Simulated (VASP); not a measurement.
Write the native input for VASP 6.6.1 that does the following.

```yaml
Task: single point
Functional: r2SCAN
Potentials_or_basis: VASP PAW PBE potentials, release 64 (Mn_pv, Si)
Cutoff: 520 eV
k_mesh: 8 × 8 × 8
Occupations: methfessel-paxton, width 0.05 eV
Spin: collinear spin, ferromagnetic start
Starting_moments: "[4.0, 0.0] μB"
Dipole_correction: no
Further_INCAR_settings: ALGO = Normal; EDIFF = 1e-06; NBANDS = 20
```

Crystal: MnSi.

```
CELL_PARAMETERS angstrom
0.00000 2.52722 2.52722
2.52722 0.00000 2.52722
2.52722 2.52722 0.00000
ATOMIC_POSITIONS crystal
Mn 0.01328 0.00006 0.99645
Si 0.25098 0.25140 0.24442
```

One way to write it, as run:

POSCAR

```
MnSi
1.0
    0.0000000000      2.5272246000      2.5272246000
    2.5272246000      0.0000000000      2.5272246000
    2.5272246000      2.5272246000      0.0000000000
Mn Si
1 1
Direct
    0.0132820000      0.0000610000     -0.0035460000
    0.2509770000      0.2514030000      0.2444210000
```

INCAR.step1

```
  ALGO = Normal
  EDIFF = 1E-4
  ENCUT = 520
  GGA = PE
  ISMEAR = 1
  ISPIN = 2
  LASPH = True
  LCHARG = False
  LMAXMIX = 4
  LREAL = False
  LWAVE = True
  MAGMOM = 4 0
  NBANDS = 20
  NELM = 150
  PREC = Accurate
  SIGMA = 0.05
```

INCAR.step2

```
  ALGO = Normal
  EDIFF = 1E-6
  ENCUT = 520
  ISIF = 2
  ISMEAR = 1
  ISPIN = 2
  ISTART = 1
  LASPH = True
  LCHARG = False
  LMAXMIX = 4
  LMIXTAU = True
  LORBIT = 11
  LREAL = False
  LWAVE = False
  MAGMOM = 4 0
  METAGGA = R2SCAN
  NBANDS = 20
  NELM = 150
  PREC = Accurate
  SIGMA = 0.05
```

KPOINTS

```
k-points
0
Gamma
  8 8 8
```

Potentials or basis: VASP PAW PBE potentials, release 64 (Mn_pv, Si).

The run is started by

```bash
$ cat potpaw_PBE.64/Mn_pv/POTCAR potpaw_PBE.64/Si/POTCAR > POTCAR
$ cp INCAR.step1 INCAR
$ mpirun -np 1 vasp_std > vasp.out
$ cp INCAR.step2 INCAR
$ mpirun -np 1 vasp_std > vasp.out
```

Results of the run:

```
Pressure                                              : 23.2 GPa
Largest force                                         : 0.709 eV/Å
Net moment                                            : 2.38 μB per cell
Site moments                                          : Mn +2.67; Si -0.24 μB
Valence electrons inside the program's atomic spheres : Mn 12.02; Si 1.87
```

Caveat: the cell stands under pressure; the PAW data sets were made with another functional, which shifts forces and pressure a little.

Run time: 11 min on 1 thread of Intel(R) Xeon(R) 6975P-C (Granite Rapids) (shared host), peak memory 0.37 GiB.
